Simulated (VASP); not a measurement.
Set up this calculation in VASP 6.6.1, as the native input.

```
Task                   : single point
Functional             : PBE
Potentials or basis    : VASP PAW PBE potentials, release 64 (Mg, O)
Cutoff                 : 520 eV
k mesh                 : 12 × 12 × 4
Occupations            : gaussian, width 0.1 eV
Spin                   : no spin polarisation
Dipole correction      : no
Further INCAR settings : ALGO = Normal; EDIFF = 1e-06; NBANDS = 17
```

The structure of Mg3O2 lies in POSCAR:

```
Mg3O2
1.0
    3.0451349369      0.0000000000      0.0000000000
   -1.5225674684      2.6371642133      0.0000000000
    0.0000000000      0.0000000000      7.4850942437
Mg O
3 2
Direct
    0.6666666667      0.3333333333      0.3307902188
    0.3333333333      0.6666666667      0.6692097812
    0.0000000000      0.0000000000      0.0000000000
    0.3333333333      0.6666666667      0.1627625670
    0.6666666667      0.3333333333      0.8372374330
```

These files were run (other wordings do the same):

INCAR

```
SYSTEM = Mg3O2
  ALGO = Normal
  EDIFF = 1E-6
  ENCUT = 520
  GGA = PE
  ISIF = 2
  ISMEAR = 0
  LASPH = .True.
  LCHARG = .True.
  LELF = .True.
  LREAL = .False.
  LVHAR = .True.
  LWAVE = .False.
  NBANDS = 17
  NELM = 80
  PREC = Accurate
  SIGMA = 0.1
```

KPOINTS

```
k-points
0
Gamma
  12 12 4
  0 0 0
```

Potentials or basis: VASP PAW PBE potentials, release 64 (Mg, O).

Command:

```bash
$ cat potpaw_PBE.64/Mg/POTCAR potpaw_PBE.64/O/POTCAR > POTCAR
$ mpirun -np 1 vasp_std > vasp.out
```

It gave:

The pressure is -0.6 GPa and the largest force is 0.016 eV/Å. The band gap on the k mesh is zero (bands 9 and 10 overlap by 1.04 eV).

Run time: 42 s on 1 thread of Intel(R) Xeon(R) Platinum 8488C (Sapphire Rapids) (shared host), peak memory 0.21 GiB.
